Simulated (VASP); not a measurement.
# YSi11O24 (a cell with a defect) in VASP: notebook

YSi11O24 (a cell with a defect) is run at these levels: PBE; tasks: single point.

Program: VASP 6.6.1. These are calculated values, not measurements. Logs are shortened: lines on timing, memory, paths and dates and some standing lists are left out, and cuts for length are marked.

## Step 1: The cell of the first run

The cell holds a defect, 36 atoms: a = 7.454 Å, b = 7.454 Å, c = 10.042 Å, α = 70.32°, β = 70.32°, γ = 71.37°.

## Step 2: Single point, PBE

Input file INCAR:

```
SYSTEM = YSi11O24
PREC = Accurate
ENCUT = 520
EDIFF = 1E-6
ISMEAR = -1
SIGMA = 0.01
LREAL = Auto
LASPH = .TRUE.
NELM = 120
ALGO = Normal
ISIF = 2
LWAVE = .FALSE.
LCHARG = .FALSE.
GGA = PE
NELECT = 200.0
NBANDS = 124
GGA_COMPAT = .FALSE.
```

Input file KPOINTS:

```
Automatic mesh
0
Gamma
  1 1 1
  0.25 0.25 0.25
```

Input file POSCAR:

```
YSi11O24
1.0
   -2.5104095100      4.3481568300      5.5092742100
    5.0208190300      0.0000000000      5.5092742100
    5.0208190300      8.6963136500      0.0000000000
Si O Y
11 24 1
Direct
    0.4038584341      0.8893354409      0.0483302281
    0.9088391459      0.4330969622      0.2614341075
   -0.0043653340     -0.0078358220      0.2590543234
    0.5001818666      0.4861778238      0.0043817595
    0.0749962452      0.5639288766      0.4482251396
    0.5913223770      0.0547831052      0.2052233900
    0.4054004457      0.9788943103      0.5449943426
    0.8983617866      0.4328301082      0.7739080223
    0.0059411236      0.0069501569      0.7593751716
    0.1068200402      0.5742192761      0.9273884548
    0.6060824560      0.0687003940      0.7290690264
    0.0634856725      0.4840344861      0.3189237571
    0.5522595830      0.9373138458      0.1115906573
    0.0416317292      0.8048978375      0.3934568133
    0.5634485082      0.2839575959      0.1206029590
    0.1814513884     -0.0006484385      0.1150776161
    0.6925611884      0.5339536838      0.3332640613
    0.2774427856      0.4652360029      0.4878004613
    0.8171934207      0.9684651930      0.2126752392
    0.4219079050      0.6552705567      0.0927075364
    0.9442965910      0.1923479195      0.3077673217
    0.4419246198      0.0348734458      0.3667149908
    0.9542930922      0.5079980501      0.0826016516
    0.0699655590      0.4985750321      0.8049427286
    0.5469574770      1.0773327620      0.5821528444
    0.0836435750      0.8111619156      0.8794354105
    0.5855410337      0.2862636178      0.7302762306
    0.1716624168      0.0686205290      0.6100398321
    0.6895870833      0.5316220053      0.8704865724
    0.3270880842      0.4727334288      0.9468391189
    0.8353929661      0.9513604491      0.7224458530
    0.4489742900      0.7499343679      0.6147613052
    0.9337074072      0.1936150030      0.8312619349
    0.4568417887     -0.0406531916      0.8713329854
    0.8978296397      0.5152794358      0.6005705447
    0.5062454876      0.4988642784      0.5451091450
```

Potentials or basis: VASP PAW PBE potentials, release 64 (Si, O, Y_sv).

On the command line:

```sh
$ cat potpaw_PBE.64/Si/POTCAR potpaw_PBE.64/O/POTCAR potpaw_PBE.64/Y_sv/POTCAR > POTCAR
$ mpirun -np 1 vasp_std > vasp.out
```

OUTCAR:

```text
SYSTEM = YSi11O24
   PREC = Accurate
   ENCUT = 520
   EDIFF = 1E-6
   ISMEAR = -1
   LREAL = Auto
   LASPH = .TRUE.
   NELM = 120
   ISIF = 2
   GGA = PE
   NELECT = 200.0

 ion  position               nearest neighbor table
   1  0.404  0.889  0.048-  34 1.62  16 1.62  20 1.62  13 1.62   4 3.01  11 3.08   3 3.10   6 3.14

   2  0.909  0.433  0.261-  17 1.58  12 1.64  23 1.64  21 1.65   5 3.09  10 3.13   3 3.15  36 3.41

   3  0.996  0.992  0.259-  21 1.62  14 1.62  19 1.62  16 1.63   1 3.10   5 3.10   6 3.10   2 3.15

   4  0.500  0.486  0.004-  15 1.61  30 1.62  29 1.62  20 1.63   1 3.01   8 3.09  10 3.10
   5  0.075  0.564  0.448-  18 1.57  12 1.64  14 1.65  35 1.67   8 3.03   2 3.09   3 3.10  36 3.51

   6  0.591  0.055  0.205-  15 1.61  19 1.62  22 1.62  13 1.62   3 3.10   1 3.14   7 3.15
   7  0.405  0.979  0.545-  32 1.58  28 1.64  22 1.64  25 1.65   9 3.02  11 3.07   6 3.15  36 3.41

   8  0.898  0.433  0.774-  29 1.62  35 1.64  33 1.64  24 1.66   5 3.03   9 3.06   4 3.09  10 3.11

   9  0.006  0.007  0.759-  28 1.62  26 1.63  31 1.64  33 1.64  11 2.97   7 3.02   8 3.06  10 3.07
[... 5 lines left out ...]
  12  0.063  0.484  0.319-   5 1.64   2 1.64
  13  0.552  0.937  0.112-   1 1.62   6 1.62
  14  0.042  0.805  0.393-   3 1.62   5 1.65
  15  0.563  0.284  0.121-   4 1.61   6 1.61
  16  0.181  0.999  0.115-   1 1.62   3 1.63
  17  0.693  0.534  0.333-   2 1.58  36 2.10
  18  0.277  0.465  0.488-   5 1.57  36 2.08
  19  0.817  0.968  0.213-   6 1.62   3 1.62
  20  0.422  0.655  0.093-   1 1.62   4 1.63
  21  0.944  0.192  0.308-   3 1.62   2 1.65
  22  0.442  0.035  0.367-   6 1.62   7 1.64
  23  0.954  0.508  0.083-  10 1.62   2 1.64
  24  0.070  0.499  0.805-  10 1.64   8 1.66
  25  0.547  0.077  0.582-  11 1.65   7 1.65  36 2.96
  26  0.084  0.811  0.879-   9 1.63  10 1.63
  27  0.586  0.286  0.730-  11 1.58  36 2.12
  28  0.172  0.069  0.610-   9 1.62   7 1.64
  29  0.690  0.532  0.870-   4 1.62   8 1.62
  30  0.327  0.473  0.947-  10 1.62   4 1.62
  31  0.835  0.951  0.722-   9 1.64  11 1.64
  32  0.449  0.750  0.615-   7 1.58  36 2.08
  33  0.934  0.194  0.831-   9 1.64   8 1.64
  34  0.457  0.959  0.871-   1 1.62  11 1.63
  35  0.898  0.515  0.601-   8 1.64   5 1.67
  36  0.506  0.499  0.545-  18 2.08  32 2.08  17 2.10  27 2.12  25 2.96  11 3.11   2 3.41   7 3.41
                             5 3.51

  LATTYP: Found a base centered monoclinic cell.
 ALAT       =    12.1085520629
 B/A-ratio  =     0.7181959996
 C/A-ratio  =     0.8293013073
 COS(beta)  =    -0.4146506542

  Lattice vectors:

 A1 = (   2.5104095100,  -4.3481568300,  -5.5092742100)
 A2 = (  -5.0208190300,   0.0000000000,  -5.5092742100)
 A3 = (   5.0208190300,   8.6963136500,   0.0000000000)

[... 176 lines left out ...]
   ISIF   =      2    stress and relaxation
   ISYM   =      2    0-nonsym 1-usesym 2-fastsym
   POTIM  = 0.5000    time-step for ionic-motion
   TEBEG  =    0.0;   TEEND  =   0.0 temperature during run
   PSTRESS=    0.0 pullay stress
   NELECT =     200.0000    total number of electrons
   NUPDOWN=      -1.0000    fix difference up-down
   EMIN   =  10.00;   EMAX   =-10.00  energy-range for DOS
   EFERMI =   0.00;   METHOD = LEGACY
   ISMEAR =    -1;   SIGMA  =   0.01  broadening in eV -4-tet -1-fermi 0-gaus
   EFERMI_NEDOS =   21; number of points for ismear=-14 and -15
   IALGO  =     38    algorithm
   IMIX   =      4    mixing-type and parameters
     AMIX     =   0.40;   BMIX     =  1.00
     AMIX_MAG =   1.60;   BMIX_MAG =  1.00
  volume/ion in A,a.u.               =      13.36        90.18
  Fermi-wavevector in a.u.,A,eV,Ry     =   1.221819  2.308903 20.311335  1.492841
  Thomas-Fermi vector in A             =   2.356988
   LORBIT       =      0    0 simple, 1 ext, 2 COOP (PROOUT), +10 PAW based schemes
   GGA     = PE    functional components
   LHFCALC =     F    Hartree Fock is set to
   AEXX    =    0.0000 exact exchange contribution
   IVDW    =     0    specifies the selected vdW correction
   LEPSILON=     F    determine dielectric tensor
   LRPA    =     F    only Hartree local field effects (RPA)
 non-spin polarized calculation
  energy-cutoff  :      520.00
  volume of cell :      481.10
 maximum number of plane-waves:     12934
 NGX is ok and might be reduce to    56
   NGX = 27   NGY = 27   NGZ = 37

 number of electron     200.0000001 magnetization

 Free energy of the ion-electron system (eV)
  ---------------------------------------------------
  ext. energy  EPLUGINS =         0.00000000
  ---------------------------------------------------
  free energy    TOTEN  =      -282.17995843 eV

  energy without entropy =     -282.17995843  energy(sigma->0) =     -282.17995843

 E-fermi :   1.5519     XC(G=0):  -9.0779

 val. band max:        1.2819245457   @ k =   0.2500   0.2500   0.2500
 cond. band min:       6.7694507113   @ k =   0.2500   0.2500   0.2500
 fundamental gap:      5.4875261656
 Fermi energy:         1.5518509256

 k-point     1 :       0.2500    0.2500    0.2500
  band No.  band energies     occupation
      1     -37.6268      2.00000
      2     -18.6143      2.00000
      3     -18.4388      2.00000
      4     -18.3711      2.00000
      5     -18.2911      2.00000
      6     -18.2329      2.00000
[... 104 lines left out ...]
    111       9.6053      0.00000
    112       9.7021      0.00000
 [bands above 112 left out]

------------------------ aborting loop because EDIFF is reached ----------------------------------------

  FORCE on cell =-STRESS in cart. coord.  units (eV):
  Direction    XX          YY          ZZ          XY          YZ          ZX
  --------------------------------------------------------------------------------------
  -------------------------------------------------------------------------------------
  Total       19.2030476     13.4241284     15.0480422     -5.7629987     -1.6177026     -2.1804618
  in kB       63.9508901     44.7056623     50.1136962    -19.1922086     -5.3873490     -7.2614761
  external PRESSURE =      52.9234162 kB  Pullay stress =       0.0000000 kB

 VOLUME and BASIS-vectors are now :
 -----------------------------------------------------------------------------
  energy-cutoff  :      520.00
  volume of cell :      481.10
      direct lattice vectors                 reciprocal lattice vectors
    -2.510409510  4.348156830  5.509274210    -0.099585346  0.057495626  0.090756056
     5.020819030  0.000000000  5.509274210     0.099585346 -0.057495626  0.090756056
     5.020819030  8.696313650  0.000000000     0.049792673  0.086243439 -0.045378028

 POSITION                                       TOTAL-FORCE (eV/Angst)
 -----------------------------------------------------------------------------------
      3.69400      2.17633      7.12456         0.009791      0.008007     -0.002383
      1.20556      6.22529      7.39309        -0.062780      0.006262      0.007430
      3.78269      6.58199     10.95133         0.005672      0.000624      0.002915
      1.20735      2.21297      5.43413        -0.007258      0.032523     -0.008585
      4.89357      4.22400      3.52001         0.027553     -0.051071     -0.006558
     -0.17902      4.35585      3.55957        -0.013854     -0.007577      0.003568
[... 28 lines left out ...]
      3.34856      9.12665      7.78521        -0.013281     -0.014013      0.009513
      3.97072      6.94167      5.53743        -0.003597     -0.005025     -0.000534
 -----------------------------------------------------------------------------------
    total drift:                                0.002589      0.000968     -0.031268

  FREE ENERGIE OF THE ION-ELECTRON SYSTEM (eV)
  ---------------------------------------------------
  free  energy   TOTEN  =      -282.1799584254 eV

  energy  without entropy=     -282.1799584254  energy(sigma->0) =     -282.17995843
```

stdout:

```text
POSCAR found type information on POSCAR SiO Y
 POSCAR found :  3 types and      36 ions
 scaLAPACK will be used
 LDA part: xc-table for (Slater+PW92), standard interpolation
 POSCAR, INCAR and KPOINTS ok, starting setup
 FFT: planning ... GRIDC
 FFT: planning ... GRID_SOFT
 FFT: planning ... GRID
 WAVECAR not read
 entering main loop
 the old and the new charge density differ
 old charge density:   199.00000 new  200.00000
    0.628E+01
```

It took 5 min on 1 thread of Intel Xeon 8259CL, shared host; peak memory 0.55 GiB.

Results:

```
Free energy   : -282.1800 eV
Largest force : 0.099 eV/Å
```

Forces in eV/Å, atoms in the order of the input:
```
Si   0.010  0.008 -0.002
Si  -0.063  0.006  0.007
Si   0.006  0.001  0.003
Si  -0.007  0.033 -0.009
Si   0.028 -0.051 -0.007
Si  -0.014 -0.008  0.004
Si   0.034 -0.072  0.060
Si   0.028 -0.007  0.006
Si   0.007  0.023  0.009
Si  -0.014  0.005  0.003
Si  -0.057 -0.025 -0.062
O    0.011 -0.008 -0.006
O    0.011 -0.010 -0.006
O   -0.016  0.008 -0.016
O   -0.007 -0.012 -0.007
O   -0.004  0.006 -0.004
O    0.079 -0.007 -0.038
O   -0.035  0.077  0.038
O    0.012  0.008  0.005
O   -0.005 -0.006  0.000
O    0.008 -0.017  0.019
O    0.001  0.021 -0.003
O   -0.002  0.017 -0.006
O    0.001 -0.007 -0.008
O    0.004  0.009 -0.006
O   -0.003 -0.012  0.000
O    0.061 -0.002  0.069
O   -0.005  0.007  0.004
O    0.000  0.009 -0.009
O    0.013 -0.001  0.001
O    0.003 -0.002 -0.011
O   -0.054  0.033 -0.055
O   -0.005 -0.001  0.004
O   -0.008 -0.006  0.015
O   -0.013 -0.014  0.010
Y   -0.004 -0.005 -0.001
```

Caveat: the k points lie up to 0.92 Å⁻¹ apart, too coarse for converged energies, forces and pressures; the cell carries a net charge on a neutralising background, which shifts energy and pressure; the cell is charged against a uniform background, so pressure and absolute levels hang on convention.

## Step 3: Single point, PBE

Input file INCAR:

```
SYSTEM = YSi11O24
PREC     = Accurate       ! precision mode
ENCUT    = 520            ! plane-wave cutoff, eV
EDIFF    = 1E-6           ! SCF threshold, eV
ISMEAR   = -1             ! smearing method
SIGMA    = 0.01           ! smearing width, eV
LREAL    = Auto         
LASPH    = .True.         ! aspherical terms in the spheres
NELM     = 120            ! most SCF steps
ALGO     = Normal         ! electronic algorithm
ISIF     = 2              ! what is computed and relaxed
LWAVE    = .False.        ! write WAVECAR
LCHARG   = .False.        ! write CHGCAR
GGA      = PE             ! functional
NBANDS   = 124            ! bands
GGA_COMPAT= .False.
```

KPOINTS is that of step 2.

Input file POSCAR:

```
YSi11O24
1.0
   -2.5104095100      4.3481568300      5.5092742100
    5.0208190300      0.0000000000      5.5092742100
    5.0208190300      8.6963136500      0.0000000000
Si O Y
11 24 1
Direct
    0.3999159983      0.8907828546      0.0502650665
    0.9062681394      0.4286256329      0.2580839100
   -0.0075314717     -0.0104379358      0.2600750043
    0.5050766296      0.4875346225      0.0029942739
    0.0708623693      0.5654954489      0.4462702237
    0.5893695909      0.0582003155      0.2050937717
    0.4053251160      0.9873130045      0.5414050939
    0.9022184744      0.4312251339      0.7760763222
    0.0067038969      0.0054273433      0.7633818181
    0.1111339683      0.5707209944      0.9270144493
    0.6063537532      0.0665965470      0.7314737441
    0.0506618931      0.4902627356      0.3183624566
    0.5462279319      0.9397865221      0.1145028958
    0.0447193799      0.8037818455      0.3950747413
    0.5747539772      0.2850459981      0.1166710322
    0.1758087487     -0.0012894761      0.1154854660
    0.6878230549      0.5308148247      0.3323887911
    0.2812504863      0.4605944629      0.4766354853
    0.8115742557      0.9598223265      0.2208488119
    0.4221256577      0.6562583161      0.0918499863
    0.9380117788      0.1901382727      0.3102075971
    0.4349352595      0.0497772950      0.3647806091
    0.9555767624      0.5014193201      0.0802972239
    0.0790444768      0.4968166062      0.8009304179
    0.5461406273      1.0821594400      0.5830692398
    0.0854595354      0.8077825651      0.8809524505
    0.5865865324      0.2880670045      0.7297294917
    0.1724826462      0.0655532380      0.6133101196
    0.6933017720      0.5362759864      0.8679245312
    0.3322643318      0.4710333431      0.9455968987
    0.8349054157      0.9527191764      0.7250238863
    0.4609042982      0.7551234563      0.6053893184
    0.9338378267      0.1926902528      0.8342264030
    0.4526660196     -0.0346898420      0.8725937153
    0.9046023387      0.5091469011      0.6014899079
    0.4993586831      0.4996089025      0.5466062514
```

Potentials or basis: VASP PAW PBE potentials, release 64 (Si, O, Y_sv).

On the command line:

```sh
$ cat potpaw_PBE.64/Si/POTCAR potpaw_PBE.64/O/POTCAR potpaw_PBE.64/Y_sv/POTCAR > POTCAR
$ mpirun -np 1 vasp_std > vasp.out
```

Wall time 9.9 min (1 thread of Intel Xeon 8259CL, shared host); peak memory 0.56 GiB.

It converged, with:

| Quantity | Value |
| --- | --- |
| Free energy | -283.2468 eV |
| Pressure | 2.5 GPa |
| Largest force | 0.100 eV/Å |
| Band gap on the k mesh | zero (an odd number of electrons rules out a gap without spin polarisation) |

Forces in eV/Å, atoms in the order of the input:
```
Si   0.011 -0.005  0.013
Si  -0.060  0.001  0.015
Si   0.009  0.008 -0.011
Si  -0.022  0.023 -0.007
Si   0.042 -0.041 -0.009
Si  -0.019 -0.012  0.008
Si   0.055 -0.075  0.037
Si   0.011 -0.012 -0.009
Si   0.009  0.024  0.022
Si  -0.013 -0.002  0.021
Si  -0.032 -0.014 -0.050
O    0.011 -0.006 -0.009
O    0.015 -0.009 -0.002
O   -0.024  0.005 -0.020
O   -0.007 -0.011 -0.008
O   -0.009  0.008  0.008
O    0.069 -0.002 -0.037
O   -0.043  0.067  0.028
O    0.009  0.012  0.014
O    0.003 -0.006  0.001
O    0.009 -0.018  0.016
O   -0.004  0.023 -0.003
O   -0.003  0.015  0.009
O   -0.005 -0.005  0.002
O    0.003  0.004 -0.004
O   -0.006 -0.006 -0.009
O    0.055 -0.011  0.050
O   -0.018  0.013  0.004
O    0.010  0.009 -0.011
O    0.012 -0.008 -0.009
O   -0.004 -0.002 -0.007
O   -0.044  0.035 -0.049
O   -0.008  0.001 -0.006
O    0.002 -0.001  0.009
O   -0.010 -0.010  0.007
Y   -0.005  0.007 -0.003
```

Stress tensor (GPa, compression positive):
```
 3.28 -1.60 -0.44
-1.60  1.96 -0.67
-0.44 -0.67  2.15
```

Levels at points of the mesh, in eV from the Fermi level:
```csv
k point,band 97,band 98,band 99,band 100,band 101,band 102,band 103,band 104
"(0.25, 0.25, 0.25)",-0.18,-0.13,-0.08,0.00,5.91,7.04,7.38,7.50
```

Caveat: the k points lie up to 0.92 Å⁻¹ apart, too coarse for converged energies and pressures of a metal; an odd number of electrons without spin polarisation forces a metal; a magnetic or distorted state may lie lower.

[end of part 1 of 2]

The gap in the log of VASP goes by the Fermi energy; the results here count the filled bands.